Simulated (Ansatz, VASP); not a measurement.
One calculation of F, two programs

```
CELL_PARAMETERS angstrom
2.87356 -1.71979 0.30325
2.87356 1.71979 0.30325
-0.80996 0.00000 6.47716
ATOMIC_POSITIONS crystal
F 0.91386 0.58555 0.09393
F 0.41445 0.08614 0.40607
F 0.08614 0.41445 0.90607
F 0.58555 0.91386 0.59393
```

Change from the starting cell: volume 16.216 Å^3 an atom, stretch along a over the lengths across it, relative to the relaxed cell 1.0620.

Alike in both runs: task single point; functional PBE; dispersion D3(BJ); k mesh 8 × 8 × 4; occupations gaussian, width 0.05 eV; no spin polarisation.

|  | VASP | Ansatz |
| --- | --- | --- |
| version | VASP 6.6.1 | Ansatz 0.2.0 |
| potentials or method | VASP PAW PBE potentials, release 64 (F), cutoff 520 eV | scalar-relativistic, plane waves, PAW |
| valence electrons in the cell | 28 | 28 |

```csv
,VASP,Ansatz,Ansatz less VASP
gap on the k mesh at the Fermi level (eV),3.62,3.71,+0.086
least direct gap on the mesh (eV),3.62,3.71,+0.086
pressure (GPa),6.2,5.7,-0.52
"traceless stress, the component that is largest in VASP (GPa)",9.15,7.61,-1.538
rms of the force components (eV/Å),1.605,1.324,-0.2807
```

Atom by atom the forces differ by 0.281 eV/Å (rms over components).
